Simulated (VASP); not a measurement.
NaAg2I3, 6 atoms in the cell. Symmetry: R-3m, No. 166, trigonal system. Conventional cell: a = 6.743 Å, b = 6.743 Å, c = 15.974 Å, α = 90.00°, β = 90.00°, γ = 120.00°. Within 4.3 Å of Na (site symmetry -3m) lie 6 I at 3.30 Å and 6 Ag at 3.95 Å. Ag (site symmetry 3m) has 9 I at 3.84 to 3.93 Å and 3 Na at 3.95 Å and 4 Ag at 4.02 to 4.11 Å within 5.0 Å. I (site symmetry 2/m) has 2 Na at 3.30 Å and 4 I at 3.37 Å and 6 Ag at 3.84 to 3.93 Å within 4.3 Å. The cell was built from a structure type or drawn by symmetry, and may not be a known phase.

```yaml
Program: VASP 6.6.1
Task: single point
Functional: PBE
Potentials_or_basis: VASP PAW PBE potentials, release 64 (Na_pv, Ag, I)
Cutoff: 520 eV
k_mesh: 3 × 3 × 3
Occupations: gaussian, width 0.1 eV
Spin: no spin polarisation
Dipole_correction: no
Further_INCAR_settings: ALGO = Normal; EDIFF = 1e-06; NBANDS = 34
```

Potentials or basis: VASP PAW PBE potentials, release 64 (Na_pv, Ag, I).

Run with:

```bash
$ cat potpaw_PBE.64/Na_pv/POTCAR potpaw_PBE.64/Ag/POTCAR potpaw_PBE.64/I/POTCAR > POTCAR
$ mpirun -np 1 vasp_std > vasp.out
```

Hardware: 1 thread of Intel(R) Xeon(R) 6975P-C (Granite Rapids), on a shared host.

Task: How long does it take, and how much memory?

Result: Wall time 35 s on 1 thread of Intel(R) Xeon(R) 6975P-C (Granite Rapids), on a shared host, peak memory 0.35 GiB. Counts: scf iterations 14, k points 6.
